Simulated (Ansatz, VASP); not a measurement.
**One calculation of Si63N, two programs**

```xyz
64
Lattice="6.6509 6.6509 3.8448 -9.9763 3.3254 1.9224 3.3254 -9.9763 9.6119" Properties=species:S:1:pos:R:3 pbc="T T T"
N    -5.4979   -5.5006   11.4961
Si   -2.2167   -2.2346    9.6066
Si   -5.3799    1.1864    3.8112
Si    1.1897    1.1932    7.6765
Si    4.5429    4.5446    5.7504
Si    1.2173   -5.3912   11.5563
Si    4.5849   -2.1349    9.6223
Si   -2.1481   -2.1474    5.7549
Si    1.2147    1.2095    3.7382
Si    1.1531   -5.4250    7.6958
Si   -2.1566    4.5883    9.5661
Si   -2.1824   -2.2017   13.4588
Si    1.1820    1.1811   11.6181
Si   -5.4422    1.1219    7.7137
Si   -2.2173    4.5554    5.7466
Si    4.5736   -2.1867   13.4253
Si   -4.3635    2.0753    1.8813
Si    2.1278   -4.4629    9.6235
Si    5.4882   -1.1826    7.6960
Si   -1.1632   -1.1795    3.8622
Si    1.9608    1.9656    1.6325
Si    2.0949   -4.4910    5.7725
Si   -1.2382    5.5886    7.6417
Si   -1.2433   -1.2251   11.5390
Si    2.1193    2.1232    9.6598
Si   -4.4995    2.0949    5.8026
Si   -1.2246    5.5723    3.9085
Si   -4.6842   -4.7081    9.9044
Si   -1.2242   -1.2193    7.7245
Si    5.5790   -1.2251   11.5724
Si    2.1277    2.1529    5.7448
Si    5.4978    5.5016    3.8307
Si    2.4463   -8.7626    9.5951
Si   -4.6044   -2.2898    9.6684
Si   -1.1882    1.1825    7.6960
Si   -7.7763    1.3651    3.7802
Si   -1.1509   -5.5152   11.5350
Si   -4.5440   -2.1468    5.7652
Si    2.1374    4.5268    5.7545
Si    2.1778   -2.0921    9.6266
Si    5.4417    1.2006    7.6795
Si   -1.1543    1.2117    3.8552
Si    5.3808   -5.5911   11.4925
Si   -1.2426   -5.5021    7.7206
Si    2.1486   -2.1197    5.7763
Si   -1.1833    1.1935   11.5213
Si   -4.6122    4.4764    5.7450
Si    2.1830   -1.9878   13.4918
Si   -2.2528   -4.6302    9.6773
Si    1.1835   -1.1850    7.7038
Si    4.4953    2.1514    5.7579
Si   -1.9506    2.1820    1.8867
Si    4.5089   -4.5094    9.6141
Si    1.2284   -1.1625    3.8456
Si   -2.1097    9.1007    5.7501
Si   -2.1095    2.1876    9.6020
Si    1.1578    5.4650    7.6796
Si   -5.5898    5.3641    3.7846
Si    1.1735   -1.1831   11.5388
Si   -5.5027   -1.2777    7.7287
Si   -2.1209    2.1602    5.7798
Si    4.4971    2.1148    9.6281
Si    1.1514    5.4016    3.8224
Si    7.9906   -1.1556   11.5730
```

Alike in both runs: task single point; functional PBE; k mesh 1 × 1 × 1; occupations gaussian, width 0.05 eV; collinear spin.

|  | VASP | Ansatz |
| --- | --- | --- |
| version | VASP 6.6.1 | Ansatz 0.2.0 |
| potentials or method | VASP PAW PBE potentials, release 64 (N, Si), cutoff 520 eV | scalar-relativistic, plane waves, PAW |
| valence electrons in the cell | 257 | 257 |

|  | VASP | Ansatz | Ansatz less VASP |
| --- | --- | --- | --- |
| gap on the k mesh at the Fermi level (eV) | 0.17 | 0.17 | -0.002 |
| rms of the force components (eV/Å) | 0.008 | 0.008 | -0.0002 |
| net moment per atom (μB) | 0.02 | 0.02 | 0.000 |
| size of the moment on the site where the two differ most (μB) | 0.05 | 0.03 | -0.013 |

Site moments also hang on the region over which each program counts them. Atom by atom the forces differ by 0.002 eV/Å (rms over components). The functional is the same, so the differences come from potentials, cutoffs and numerics. Ansatz's warnings: stability check not made.
